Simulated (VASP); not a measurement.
# HfO2 (Fm-3m) in VASP: a series of runs

Aim: see how the results for HfO2 move with the level of theory and the settings. Levels: BLYP, r2SCAN+D4. Tasks: single point.

Program: VASP 6.6.1. These are calculated values, not measurements. Logs are shortened: lines on timing, memory, paths and dates and some standing lists are left out, and cuts for length are marked.

## Step 1: The cell of the first run

The structure is cubic, space group Fm-3m (No. 225). The conventional cell has a = 5.211 Å, b = 5.211 Å, c = 5.211 Å, α = 90.00°, β = 90.00°, γ = 90.00°. Hf (site symmetry m-3m) has 8 O at 2.26 Å within 3.0 Å. Within 3.0 Å of O (site symmetry -43m) lie 4 Hf at 2.26 Å and 6 O at 2.61 Å.

## Step 2: Single point, BLYP (11.79 Å³/atom)

The input, INCAR:

```
SYSTEM = HfO2
  PREC = Accurate
  ENCUT = 600
  EDIFF = 1E-6
  ISMEAR = 0
  SIGMA = 0.05
  LREAL = .False.
  LASPH = .True.
  NELM = 120
  ALGO = Normal
  ISIF = 2
  LWAVE = .False.
  LCHARG = .False.
  GGA = B5
  ALDAX = 1.0
  AGGAX = 1.0
  AGGAC = 1.0
  ALDAC = 0.0
  NBANDS = 18
  GGA_COMPAT = .False.
```

The input, KPOINTS:

```
regular mesh
0
Gamma
  8 8 8
  0 0 0
```

The input, POSCAR:

```
HfO2
1.0
    0.0000000000      2.6054554919      2.6054554919
    2.6054554919      0.0000000000      2.6054554919
    2.6054554919      2.6054554919      0.0000000000
Hf O
1 2
Direct
    0.0000000000      0.0000000000      0.0000000000
    0.2500000000      0.2500000000      0.2500000000
    0.7500000000      0.7500000000      0.7500000000
```

Potentials or basis: VASP PAW PBE potentials, release 64 (Hf_pv, O).

Launch:

```sh
$ cat potpaw_PBE.64/Hf_pv/POTCAR potpaw_PBE.64/O/POTCAR > POTCAR
$ mpirun -np 1 vasp_std > vasp.out
```

OUTCAR:

```text
SYSTEM = HfO2
   PREC = Accurate
   ENCUT = 600
   EDIFF = 1E-6
   ISMEAR = 0
   LREAL = .False.
   LASPH = .True.
   NELM = 120
   ISIF = 2
   GGA = B5

 ion  position               nearest neighbor table
   1  0.000  0.000  0.000-   3 2.26   3 2.26   3 2.26   2 2.26   3 2.26   2 2.26   2 2.26   2 2.26

   2  0.250  0.250  0.250-   1 2.26   1 2.26   1 2.26   1 2.26
   3  0.750  0.750  0.750-   1 2.26   1 2.26   1 2.26   1 2.26

  LATTYP: Found a face centered cubic cell.
 ALAT       =     5.2109109838

  Lattice vectors:

 A1 = (   0.0000000000,   2.6054554919,   2.6054554919)
 A2 = (   2.6054554919,   0.0000000000,   2.6054554919)
 A3 = (   2.6054554919,   2.6054554919,   0.0000000000)

Analysis of symmetry for initial positions (statically):
=====================================================================
 Subroutine PRICEL returns:
 Original cell was already a primitive cell.

 Routine SETGRP: Setting up the symmetry group for a
 face centered cubic supercell.

 Subroutine GETGRP returns: Found 48 space group operations
 (whereof 48 operations were pure point group operations)
 out of a pool of 48 trial point group operations.

The static configuration has the point symmetry O_h .

Analysis of symmetry for dynamics (positions and initial velocities):
=====================================================================
 Subroutine PRICEL returns:
 Original cell was already a primitive cell.

 Routine SETGRP: Setting up the symmetry group for a
 face centered cubic supercell.

 Subroutine GETGRP returns: Found 48 space group operations
 (whereof 48 operations were pure point group operations)
 out of a pool of 48 trial point group operations.

The dynamic configuration has the point symmetry O_h .

 Subroutine INISYM returns: Found 48 space group operations
 (whereof 48 operations are pure point group operations),
 and found     1 'primitive' translations

----------------------------------------------------------------------------------------

                                     Primitive cell

  volume of cell :      35.3737

  direct lattice vectors                    reciprocal lattice vectors
     0.000000000  2.605455492  2.605455492    -0.191905024  0.191905024  0.191905024
     2.605455492  0.000000000  2.605455492     0.191905024 -0.191905024  0.191905024
     2.605455492  2.605455492  0.000000000     0.191905024  0.191905024 -0.191905024

  length of vectors
     3.684670493  3.684670493  3.684670493     0.332389253  0.332389253  0.332389253

  position of ions in fractional coordinates (direct lattice)
     0.000000000  0.000000000  0.000000000
     0.250000000  0.250000000  0.250000000
     0.750000000  0.750000000  0.750000000

  ion indices of the primitive-cell ions
   primitive index   ion index
                 1           1
                 2           2
                 3           3

----------------------------------------------------------------------------------------

 KPOINTS: regular mesh

Automatic generation of k-mesh.
 Grid dimensions read from file:
 generate k-points for:    8    8    8

 Generating k-lattice:

  Cartesian coordinates                     Fractional coordinates (reciprocal lattice)
    -0.023988128  0.023988128  0.023988128     0.125000000  0.000000000  0.000000000
     0.023988128 -0.023988128  0.023988128     0.000000000  0.125000000  0.000000000
     0.023988128  0.023988128 -0.023988128     0.000000000  0.000000000  0.125000000

  Length of vectors
     0.041548657  0.041548657  0.041548657

  Shift w.r.t. Gamma in fractional coordinates (k-lattice)
     0.000000000  0.000000000  0.000000000

 Subroutine IBZKPT returns following result:
 ===========================================

 Found     29 irreducible k-points:

 Following reciprocal coordinates:
            Coordinates               Weight
  0.000000  0.000000  0.000000      1.000000
  0.125000  0.000000  0.000000      8.000000
  0.250000  0.000000  0.000000      8.000000
  0.375000  0.000000  0.000000      8.000000
  0.500000  0.000000  0.000000      4.000000
  0.125000  0.125000  0.000000      6.000000
[... 16 lines left out ...]
  0.500000  0.250000  0.125000     48.000000
 -0.375000  0.250000  0.125000     24.000000
 [... further k-points ...]
   k-points           NKPTS =     29   k-points in BZ     NKDIM =     29   number of bands    NBANDS=     18
   number of dos      NEDOS =    301   number of ions     NIONS =      3
   total plane-waves  NPLWV =  27000
   dimension x,y,z NGX =    30 NGY =   30 NGZ =   30
   dimension x,y,z NGXF=    60 NGYF=   60 NGZF=   60
   ions per type =               1   2
   NGX,Y,Z   is equivalent  to a cutoff of  13.54, 13.54, 13.54 a.u.
   NGXF,Y,Z  is equivalent  to a cutoff of  27.07, 27.07, 27.07 a.u.
 SYSTEM =  HfO2
   PREC   = accura    normal or accurate (medium, high low for compatibility)
   ISTART =      0    job   : 0-new  1-cont  2-samecut
   ICHARG =      2    charge: 1-file 2-atom 10-const
   ISPIN  =      1    spin polarized calculation?
   LNONCOLLINEAR =      F non collinear calculations
   LSORBIT =      F    spin-orbit coupling
   LASPH  =      T    aspherical Exc in radial PAW
   ENCUT  =  600.0 eV  44.10 Ry    6.64 a.u.   7.36  7.36  7.36*2*pi/ulx,y,z
   NELM   =    120;   NELMIN=  2; NELMDL= -5     # of ELM steps
   EDIFF  = 0.1E-05   stopping-criterion for ELM
   LREAL  =      F    real-space projection
[... 7 lines left out ...]
   TEBEG  =    0.0;   TEEND  =   0.0 temperature during run
   PSTRESS=    0.0 pullay stress
   NELECT =      22.0000    total number of electrons
   NUPDOWN=      -1.0000    fix difference up-down
   EMIN   =  10.00;   EMAX   =-10.00  energy-range for DOS
   EFERMI =   0.00;   METHOD = LEGACY
   ISMEAR =     0;   SIGMA  =   0.05  broadening in eV -4-tet -1-fermi 0-gaus
   EFERMI_NEDOS =   21; number of points for ismear=-14 and -15
   IALGO  =     38    algorithm
   IMIX   =      4    mixing-type and parameters
     AMIX     =   0.40;   BMIX     =  1.00
     AMIX_MAG =   1.60;   BMIX_MAG =  1.00
  volume/ion in A,a.u.               =      11.79        79.57
  Fermi-wavevector in a.u.,A,eV,Ry     =   1.397404  2.640711 26.568623  1.952739
  Thomas-Fermi vector in A             =   2.520664
   LORBIT       =      0    0 simple, 1 ext, 2 COOP (PROOUT), +10 PAW based schemes
   GGA     = B5    functional components
   LHFCALC =     F    Hartree Fock is set to
   AEXX    =    0.0000 exact exchange contribution
   IVDW    =     0    specifies the selected vdW correction
   LEPSILON=     F    determine dielectric tensor
   LRPA    =     F    only Hartree local field effects (RPA)
 non-spin polarized calculation
 Gauss-broadening in eV      SIGMA  =   0.05
  energy-cutoff  :      600.00
  volume of cell :       35.37
 maximum number of plane-waves:      1243
 NGX is ok and might be reduce to    30
   NGX = 15   NGY = 15   NGZ = 15

 number of electron      22.0000004 magnetization

 Free energy of the ion-electron system (eV)
  ---------------------------------------------------
  ext. energy  EPLUGINS =         0.00000000
  ---------------------------------------------------
  free energy    TOTEN  =       -28.85667831 eV

  energy without entropy =      -28.85667831  energy(sigma->0) =      -28.85667831

 E-fermi :   4.2251     XC(G=0): -10.8710

 val. band max:        3.9400081230   @ k =   0.5000   0.5000   0.0000
 cond. band min:       7.5858279169   @ k =   0.5000   0.5000   0.0000
 fundamental gap:      3.6458197939
 Fermi energy:         4.2250544858

 k-point     1 :       0.0000    0.0000    0.0000
  band No.  band energies     occupation
      1     -26.0231      2.00000
      2     -26.0231      2.00000
      3     -26.0231      2.00000
      4     -14.1682      2.00000
      5     -11.5582      2.00000
      6      -0.8617      2.00000
[... 10 lines left out ...]
     17      13.3100      0.00000
     18      16.2020      0.00000

 k-point     2 :       0.1250    0.0000    0.0000
  band No.  band energies     occupation
      1     -26.0678      2.00000
      2     -26.0282      2.00000
      3     -26.0282      2.00000
      4     -13.9994      2.00000
      5     -11.6959      2.00000
      6      -0.7267      2.00000
[... 10 lines left out ...]
     17      13.0971      0.00000
     18      16.1928      0.00000

 k-point     3 :       0.2500    0.0000    0.0000
  band No.  band energies     occupation
      1     -26.1727      2.00000
      2     -26.0404      2.00000
      3     -26.0404      2.00000
      4     -13.5901      2.00000
      5     -11.9905      2.00000
      6      -0.3903      2.00000
[... 10 lines left out ...]
     17      12.6976      0.00000
     18      15.9459      0.00000

 k-point     4 :       0.3750    0.0000    0.0000
  band No.  band energies     occupation
      1     -26.2739      2.00000
      2     -26.0526      2.00000
      3     -26.0526      2.00000
      4     -13.2033      2.00000
      5     -12.2084      2.00000
      6      -0.0483      2.00000
[... 375 lines left out ...]
      4     -13.2496      2.00000
      5     -12.2021      2.00000
      6      -0.4114      2.00000
[... 10 lines left out ...]
     17      13.0889      0.00000
     18      16.1262      0.00000

 k-point    23 :       0.5000    0.2500    0.1250
  band No.  band energies     occupation
      1     -26.2549      2.00000
      2     -26.1257      2.00000
      3     -26.0696      2.00000
      4     -12.9087      2.00000
      5     -12.3693      2.00000
      6      -0.4063      2.00000
[... 10 lines left out ...]
     17      14.1924      0.00000
     18      16.0031      0.00000

 k-point    24 :      -0.3750    0.2500    0.1250
  band No.  band energies     occupation
      1     -26.2748      2.00000
      2     -26.1403      2.00000
      3     -26.0765      2.00000
      4     -12.8039      2.00000
      5     -12.3902      2.00000
      6      -0.4083      2.00000
[... 10 lines left out ...]
     17      14.6626      0.00000
     18      15.8417      0.00000

 [... further k-points ...]

------------------------ aborting loop because EDIFF is reached ----------------------------------------

  FORCE on cell =-STRESS in cart. coord.  units (eV):
  Direction    XX          YY          ZZ          XY          YZ          ZX
  --------------------------------------------------------------------------------------
  -------------------------------------------------------------------------------------
  Total       -2.4532667     -2.4532667     -2.4532667      0.0000000      0.0000000     -0.0000000
  in kB     -111.1154291   -111.1154291   -111.1154291      0.0000000      0.0000000     -0.0000000
  external PRESSURE =    -111.1154291 kB  Pullay stress =       0.0000000 kB

 VOLUME and BASIS-vectors are now :
 -----------------------------------------------------------------------------
  energy-cutoff  :      600.00
  volume of cell :       35.37
      direct lattice vectors                 reciprocal lattice vectors
     0.000000000  2.605455492  2.605455492    -0.191905024  0.191905024  0.191905024
     2.605455492  0.000000000  2.605455492     0.191905024 -0.191905024  0.191905024
     2.605455492  2.605455492  0.000000000     0.191905024  0.191905024 -0.191905024

 POSITION                                       TOTAL-FORCE (eV/Angst)
 -----------------------------------------------------------------------------------
      0.00000      0.00000      0.00000         0.000000      0.000000      0.000000
      1.30273      1.30273      1.30273         0.000000      0.000000      0.000000
      3.90818      3.90818      3.90818        -0.000000     -0.000000     -0.000000
 -----------------------------------------------------------------------------------
    total drift:                                0.000000     -0.000000      0.000000

  FREE ENERGIE OF THE ION-ELECTRON SYSTEM (eV)
  ---------------------------------------------------
  free  energy   TOTEN  =       -28.8566783086 eV

  energy  without entropy=      -28.8566783086  energy(sigma->0) =      -28.85667831
```

It took 58 s on 1 thread of Intel Xeon 8259CL, shared host; peak memory 0.18 GiB.

What came out:

```yaml
Free_energy: -28.8567 eV
Pressure: -11.1 GPa
Band_gap_on_the_k_mesh: 3.65 eV
```

Caveat: the cell stands under tension; the PAW data sets were made with another functional, which shifts forces and pressure a little; spin-orbit coupling is left out, which moves the levels of the heavy elements.

[end of part 1 of 2]
